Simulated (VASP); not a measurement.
# CoO (P6_3mc) in VASP: a series of runs

CoO is run at these levels: PBE+U; tasks: relaxation of shape and atoms at fixed volume.

All numbers are computed with VASP 6.6.1; they aren't measurements. Logs are shortened: lines on timing, memory, paths and dates and some standing lists are left out, and cuts for length are marked.

### Step 1. The cell of the first run

The structure is hexagonal, space group P6_3mc (No. 186). The conventional cell has a = 3.350 Å, b = 3.350 Å, c = 5.399 Å, α = 90.00°, β = 90.00°, γ = 120.00°. Co (site symmetry 3m) has 4 O at 2.02 to 2.05 Å within 2.7 Å. O (site symmetry 3m) has 4 Co at 2.02 to 2.05 Å within 2.7 Å.

### Step 2. Relaxation of shape and atoms at fixed volume, PBE+U, collinear spin, antiferromagnetic start (13.12 Å³/atom)

INCAR

```
ALGO = Normal ; EDIFF = 1E-7
EDIFFG = -0.01 ; ENCUT = 600
GGA = PE ; IBRION = 2
ISIF = 4 ; ISMEAR = 0
ISPIN = 2 ; LASPH = T
LCHARG = F ; LDAU = T
LDAUJ = 0 0 ; LDAUL = 2 -1
LDAUPRINT = 1 ; LDAUTYPE = 2
LDAUU = 3.32 0 ; LMAXMIX = 4
LORBIT = 11 ; LREAL = F
LWAVE = F ; MAGMOM = -2.67 2.67 0 0
NELM = 150 ; NSW = 50
PREC = Accurate ; SIGMA = 0.02
```

KPOINTS

```
k-points
0
Gamma
  12 12 6
```

POSCAR

```
CoO
1.0
    3.3498517818      0.0000000000      0.0000000000
   -1.6749258909      2.9010567419      0.0000000000
    0.0000000000      0.0000000000      5.3990582466
Co O
2 2
Direct
    0.0000000000      0.0000000000      0.0005751789
    0.3333333333      0.6666666667      0.5005751581
    0.0000000000      0.0000000000      0.3744253323
    0.3333333333      0.6666666667      0.8744253307
```

Potentials or basis: VASP PAW PBE potentials, release 64 (Co, O).

Launch:

```console
$ cat potpaw_PBE.64/Co/POTCAR potpaw_PBE.64/O/POTCAR > POTCAR
$ mpirun -np 1 vasp_std > vasp.out
```

OUTCAR:

```text
EDIFF = 1E-7
   EDIFFG = -0.01
   ENCUT = 600
   GGA = PE
   IBRION = 2
   ISIF = 4
   ISMEAR = 0
   ISPIN = 2
   LASPH = T
   LORBIT = 11
   LREAL = F
   NELM = 150
   NSW = 50
   PREC = Accurate

 ion  position               nearest neighbor table
   1  0.000  0.000  0.001-   3 2.02   4 2.05   4 2.05   4 2.05
   2  0.333  0.667  0.501-   4 2.02   3 2.05   3 2.05   3 2.05
   3  0.000  0.000  0.374-   1 2.02   2 2.05   2 2.05   2 2.05
   4  0.333  0.667  0.874-   2 2.02   1 2.05   1 2.05   1 2.05

  LATTYP: Found a hexagonal cell.
 ALAT       =     3.3498517818
 C/A-ratio  =     1.6117304879

  Lattice vectors:

 A1 = (   3.3498517818,   0.0000000000,   0.0000000000)
 A2 = (  -1.6749258909,   2.9010567419,   0.0000000000)
 A3 = (   0.0000000000,   0.0000000000,   5.3990582466)

Analysis of symmetry for initial positions (statically):
=====================================================================
 Subroutine PRICEL returns:
 Original cell was already a primitive cell.

 Routine SETGRP: Setting up the symmetry group for a
 hexagonal supercell.

 Subroutine GETGRP returns: Found 12 space group operations
 (whereof  6 operations were pure point group operations)
 out of a pool of 24 trial point group operations.

The static configuration has the point symmetry C_3v.
 The point group associated with its full space group is C_6v.

Analysis of symmetry for dynamics (positions and initial velocities):
=====================================================================
 Subroutine PRICEL returns:
 Original cell was already a primitive cell.

 Routine SETGRP: Setting up the symmetry group for a
 hexagonal supercell.

 Subroutine GETGRP returns: Found 12 space group operations
 (whereof  6 operations were pure point group operations)
 out of a pool of 24 trial point group operations.

The dynamic configuration has the point symmetry C_3v.
 The point group associated with its full space group is C_6v.

Analysis of structural, dynamic, and magnetic symmetry:
=====================================================================
 Subroutine PRICEL returns:
 Original cell was already a primitive cell.

 Routine SETGRP: Setting up the symmetry group for a
 hexagonal supercell.

 Subroutine GETGRP returns: Found 12 space group operations
 (whereof  6 operations were pure point group operations)
 out of a pool of 24 trial point group operations.

The overall configuration has the point symmetry C_3v.
 The point group associated with its full space group is C_6v.

 Subroutine INISYM returns: Found 12 space group operations
 (whereof  6 operations are pure point group operations),
 and found     1 'primitive' translations

----------------------------------------------------------------------------------------

                                     Primitive cell

  volume of cell :      52.4686

  direct lattice vectors                    reciprocal lattice vectors
     3.349851782  0.000000000  0.000000000     0.298520671  0.172350989  0.000000000
    -1.674925891  2.901056742  0.000000000     0.000000000  0.344701979  0.000000000
     0.000000000  0.000000000  5.399058247     0.000000000  0.000000000  0.185217487

  length of vectors
     3.349851782  3.349851782  5.399058247     0.344701979  0.344701979  0.185217487

  position of ions in fractional coordinates (direct lattice)
     0.000000000  0.000000000  0.000575179
     0.333333333  0.666666667  0.500575158
     0.000000000  0.000000000  0.374425332
     0.333333333  0.666666667  0.874425331

  ion indices of the primitive-cell ions
   primitive index   ion index
                 1           1
                 2           2
                 3           3
                 4           4

----------------------------------------------------------------------------------------

 KPOINTS: k-points
[... 82 lines left out ...]
   EFERMI =   0.00;   METHOD = LEGACY
   ISMEAR =     0;   SIGMA  =   0.02  broadening in eV -4-tet -1-fermi 0-gaus
   EFERMI_NEDOS =   21; number of points for ismear=-14 and -15
   IALGO  =     38    algorithm
   IMIX   =      4    mixing-type and parameters
     AMIX     =   0.40;   BMIX     =  1.00
     AMIX_MAG =   1.60;   BMIX_MAG =  1.00
  volume/ion in A,a.u.               =      13.12        88.52
  Fermi-wavevector in a.u.,A,eV,Ry     =   1.358778  2.567719 25.120148  1.846279
  Thomas-Fermi vector in A             =   2.485583
   LORBIT       =     11    0 simple, 1 ext, 2 COOP (PROOUT), +10 PAW based schemes
 LDA+U is selected, type is set to LDAUTYPE =  2
   angular momentum for each species LDAUL =     2   -1
   U (eV)           for each species LDAUU =   3.3  0.0
   J (eV)           for each species LDAUJ =   0.0  0.0
   GGA     = PE    functional components
   LHFCALC =     F    Hartree Fock is set to
   AEXX    =    0.0000 exact exchange contribution
   IVDW    =     0    specifies the selected vdW correction
   LEPSILON=     F    determine dielectric tensor
   LRPA    =     F    only Hartree local field effects (RPA)
 conjugate gradient relaxation of ions
 spin polarized calculation
 Gauss-broadening in eV      SIGMA  =   0.02
  energy-cutoff  :      600.00
  volume of cell :       52.47
 maximum number of plane-waves:      1769
 NGX is ok and might be reduce to    28
   NGX = 13   NGY = 13   NGZ = 21

--------------------------------------- Ionic step        1  -------------------------------------------

 number of electron      29.9999999 magnetization      -0.0000003

 Free energy of the ion-electron system (eV)
  ---------------------------------------------------
  ext. energy  EPLUGINS =         0.00000000
  ---------------------------------------------------
  free energy    TOTEN  =       -24.34826301 eV

  energy without entropy =      -24.34826301  energy(sigma->0) =      -24.34826301

------------------------ aborting loop because EDIFF is reached ----------------------------------------

  FORCE on cell =-STRESS in cart. coord.  units (eV):
  Direction    XX          YY          ZZ          XY          YZ          ZX
  --------------------------------------------------------------------------------------
  -------------------------------------------------------------------------------------
  Total       -2.5972830     -2.5972830     -2.7282349      0.0000000      0.0000000     -0.0000000
  in kB      -79.3103795    -79.3103795    -83.3091153      0.0000000      0.0000000     -0.0000000
  external PRESSURE =     -80.6432915 kB  Pullay stress =       0.0000000 kB
[... 57 lines left out ...]
  FREE ENERGIE OF THE ION-ELECTRON SYSTEM (eV)
  ---------------------------------------------------
  free  energy   TOTEN  =       -24.3484480108 eV

  energy  without entropy=      -24.3484480108  energy(sigma->0) =      -24.34844801

atom =   1  type =  1  l = 2

 onsite density matrix

spin component  1

  0.3999  0.0000 -0.0000 -0.4060 -0.0000
  0.0000  0.6634  0.0000 -0.0000 -0.4060
 -0.0000  0.0000  0.1215 -0.0000 -0.0000
 -0.4060 -0.0000 -0.0000  0.6634  0.0000
 -0.0000 -0.4060 -0.0000  0.0000  0.3999

spin component  2

  0.9777 -0.0000  0.0000  0.0074  0.0000
 -0.0000  0.9699 -0.0000 -0.0000  0.0074
  0.0000 -0.0000  0.9818  0.0000 -0.0000
  0.0074 -0.0000  0.0000  0.9699 -0.0000
  0.0000  0.0074 -0.0000 -0.0000  0.9777

 occupancies and eigenvectors

  o =  0.1048  v = -0.0001 -0.5879 -0.0000 -0.0000 -0.8089  0.0000  0.0000  0.0000  0.0000  0.0000      0.0000  0.0000  0.0000  0.0000  0.0000  0.0000  0.0000  0.0000  0.0000  0.0000
  o =  0.1048  v =  0.8089 -0.0000 -0.0000  0.5879 -0.0001  0.0000  0.0000  0.0000  0.0000  0.0000      0.0000  0.0000  0.0000  0.0000  0.0000  0.0000  0.0000  0.0000  0.0000  0.0000
  o =  0.1215  v =  0.0000  0.0000 -1.0000  0.0000  0.0000  0.0000  0.0000  0.0000  0.0000  0.0000      0.0000  0.0000  0.0000  0.0000  0.0000  0.0000  0.0000  0.0000  0.0000  0.0000
  o =  0.9585  v =  0.0000 -0.8089 -0.0000 -0.0000  0.5879  0.0000  0.0000  0.0000  0.0000  0.0000      0.0000  0.0000  0.0000  0.0000  0.0000  0.0000  0.0000  0.0000  0.0000  0.0000
  o =  0.9585  v =  0.5879  0.0000  0.0000 -0.8089 -0.0000  0.0000  0.0000  0.0000  0.0000  0.0000      0.0000  0.0000  0.0000  0.0000  0.0000  0.0000  0.0000  0.0000  0.0000  0.0000
  o =  0.9654  v =  0.0000  0.0000  0.0000  0.0000  0.0000 -0.0000  0.8562 -0.0000  0.0000 -0.5166      0.0000  0.0000  0.0000  0.0000  0.0000  0.0000  0.0000  0.0000  0.0000  0.0000
  o =  0.9654  v =  0.0000  0.0000  0.0000  0.0000  0.0000 -0.5166 -0.0000  0.0000  0.8562  0.0000      0.0000  0.0000  0.0000  0.0000  0.0000  0.0000  0.0000  0.0000  0.0000  0.0000
  o =  0.9818  v =  0.0000  0.0000  0.0000  0.0000  0.0000 -0.0000  0.0000  1.0000 -0.0000  0.0000      0.0000  0.0000  0.0000  0.0000  0.0000  0.0000  0.0000  0.0000  0.0000  0.0000
  o =  0.9822  v =  0.0000  0.0000  0.0000  0.0000  0.0000  0.0000  0.5166 -0.0000  0.0000  0.8562      0.0000  0.0000  0.0000  0.0000  0.0000  0.0000  0.0000  0.0000  0.0000  0.0000
  o =  0.9822  v =  0.0000  0.0000  0.0000  0.0000  0.0000  0.8562 -0.0000  0.0000  0.5166 -0.0000      0.0000  0.0000  0.0000  0.0000  0.0000  0.0000  0.0000  0.0000  0.0000  0.0000

atom =   2  type =  1  l = 2

 onsite density matrix

spin component  1

  0.9777  0.0000  0.0000 -0.0074  0.0000
  0.0000  0.9699  0.0000 -0.0000 -0.0074
  0.0000  0.0000  0.9818 -0.0000 -0.0000
 -0.0074 -0.0000 -0.0000  0.9699  0.0000
  0.0000 -0.0074 -0.0000  0.0000  0.9777

spin component  2

  0.3999 -0.0000 -0.0000  0.4060 -0.0000
 -0.0000  0.6634 -0.0000 -0.0000  0.4060
 -0.0000 -0.0000  0.1215  0.0000 -0.0000
  0.4060 -0.0000  0.0000  0.6634 -0.0000
 -0.0000  0.4060 -0.0000 -0.0000  0.3999

 occupancies and eigenvectors

  o =  0.1048  v =  0.0000  0.0000  0.0000  0.0000  0.0000 -0.0000 -0.5879  0.0000  0.0000  0.8089      0.0000  0.0000  0.0000  0.0000  0.0000  0.0000  0.0000  0.0000  0.0000  0.0000
  o =  0.1048  v =  0.0000  0.0000  0.0000  0.0000  0.0000  0.8089 -0.0000  0.0000 -0.5879  0.0000      0.0000  0.0000  0.0000  0.0000  0.0000  0.0000  0.0000  0.0000  0.0000  0.0000
  o =  0.1215  v =  0.0000  0.0000  0.0000  0.0000  0.0000  0.0000 -0.0000 -1.0000 -0.0000  0.0000      0.0000  0.0000  0.0000  0.0000  0.0000  0.0000  0.0000  0.0000  0.0000  0.0000
  o =  0.9585  v =  0.0000  0.0000  0.0000  0.0000  0.0000  0.0000 -0.8089  0.0000 -0.0000 -0.5879      0.0000  0.0000  0.0000  0.0000  0.0000  0.0000  0.0000  0.0000  0.0000  0.0000
  o =  0.9585  v =  0.0000  0.0000  0.0000  0.0000  0.0000  0.5879  0.0000 -0.0000  0.8089  0.0000      0.0000  0.0000  0.0000  0.0000  0.0000  0.0000  0.0000  0.0000  0.0000  0.0000
  o =  0.9654  v = -0.0000 -0.8562 -0.0000 -0.0000 -0.5166  0.0000  0.0000  0.0000  0.0000  0.0000      0.0000  0.0000  0.0000  0.0000  0.0000  0.0000  0.0000  0.0000  0.0000  0.0000
  o =  0.9654  v =  0.5166 -0.0000 -0.0000  0.8562 -0.0000  0.0000  0.0000  0.0000  0.0000  0.0000      0.0000  0.0000  0.0000  0.0000  0.0000  0.0000  0.0000  0.0000  0.0000  0.0000
  o =  0.9818  v = -0.0000 -0.0000  1.0000  0.0000  0.0000  0.0000  0.0000  0.0000  0.0000  0.0000      0.0000  0.0000  0.0000  0.0000  0.0000  0.0000  0.0000  0.0000  0.0000  0.0000
  o =  0.9822  v = -0.0000  0.5166  0.0000  0.0000 -0.8562  0.0000  0.0000  0.0000  0.0000  0.0000      0.0000  0.0000  0.0000  0.0000  0.0000  0.0000  0.0000  0.0000  0.0000  0.0000
  o =  0.9822  v =  0.8562  0.0000  0.0000 -0.5166 -0.0000  0.0000  0.0000  0.0000  0.0000  0.0000      0.0000  0.0000  0.0000  0.0000  0.0000  0.0000  0.0000  0.0000  0.0000  0.0000

--------------------------------------- Ionic step        3  -------------------------------------------

 number of electron      29.9999998 magnetization      -0.0000003

 Free energy of the ion-electron system (eV)
  ---------------------------------------------------
  ext. energy  EPLUGINS =         0.00000000
  ---------------------------------------------------
  free energy    TOTEN  =       -24.34863256 eV

  energy without entropy =      -24.34863256  energy(sigma->0) =      -24.34863256

 E-fermi :   3.8684     XC(G=0): -10.3729

 val. band max:        3.7645555914   @ k =   0.0000   0.0000   0.5000
 cond. band min:       4.9540183383   @ k =   0.0000   0.0000   0.0000
 fundamental gap:      1.1894627469
 Fermi energy:         3.8683568182

 spin component 1

 k-point     1 :       0.0000    0.0000    0.0000
  band No.  band energies     occupation
      1     -13.9090      1.00000
      2     -13.3693      1.00000
      3      -1.5017      1.00000
      4      -1.5017      1.00000
      5      -1.2692      1.00000
      6      -0.8043      1.00000
[... 1082 lines left out ...]
  FREE ENERGIE OF THE ION-ELECTRON SYSTEM (eV)
  ---------------------------------------------------
  free  energy   TOTEN  =       -24.3486325611 eV

  energy  without entropy=      -24.3486325611  energy(sigma->0) =      -24.34863256

 reached required accuracy - stopping structural energy minimisation

 total charge

# of ion       s       p       d       tot
------------------------------------------
    1        0.321   0.357   7.103   7.780
    2        0.321   0.357   7.103   7.780
    3        1.543   3.430   0.000   4.973
    4        1.543   3.430   0.000   4.973
--------------------------------------------------
tot          3.728   7.573  14.205  25.506

 magnetization (x)

# of ion       s       p       d       tot
------------------------------------------
    1       -0.016  -0.035  -2.627  -2.679
    2        0.016   0.035   2.627   2.679
    3        0.007   0.073   0.000   0.080
    4       -0.007  -0.073   0.000  -0.080
--------------------------------------------------
tot          0.000  -0.000   0.000  -0.000
```

Run time: 13 min. Hardware: 1 thread of Oxide Virtual Turin-like, shared host; peak memory 0.28 GiB.

What came out:

```yaml
Free_energy: -24.3486 eV
Energy_gained_by_relaxing: 0.1 meV/atom
Ionic_steps: 3
Pressure_after_relaxing: -8.0 GPa
Largest_force_after_relaxing: 0.008 eV/Å
Band_gap_on_the_k_mesh: 1.19 eV (least direct gap 1.28 eV)
Net_moment: 0.00 μB per cell
Site_moments: Co -2.68, +2.68; O +0.08, -0.08 μB
Valence_electrons_inside_the_program's_atomic_spheres: Co 7.78; O 4.97
```

Forces on the atoms (eV/Å):
```
Co   0.000  0.000 -0.008
Co   0.000  0.000 -0.008
O    0.000  0.000  0.008
O    0.000  0.000  0.008
```

Stress tensor (GPa, compression positive):
```
-8.07  0.00  0.00
 0.00 -8.07  0.00
 0.00  0.00 -7.98
```

Step by step:
```csv
step,energy change (eV),largest force (eV/Å),pressure (GPa),volume (Å³)
1,0.0000,0.0203,-8.06,52.47
2,-0.0002,0.0166,-8.05,52.47
3,-0.0004,0.0078,-8.04,52.47
```

Final structure:
```
Co O
1.0
     3.35582    0.00000    0.00000
    -1.67791    2.90623    0.00000
     0.00000    0.00000    5.37986
Co O
2 2
Direct
  0.00000 0.00000 0.99996
  0.33333 0.66667 0.49996
  0.00000 0.00000 0.37504
  0.33333 0.66667 0.87504
```

Eigenvalues of the final occupation matrices:
```
    site  spin  trace               eigenvalues
site 1 d     1   2.25  0.10 0.10 0.12 0.96 0.96
site 1 d     2   4.88  0.97 0.97 0.98 0.98 0.98
site 2 d     1   4.88  0.97 0.97 0.98 0.98 0.98
site 2 d     2   2.25  0.10 0.10 0.12 0.96 0.96
```

(Continued in part 2 of 2.)
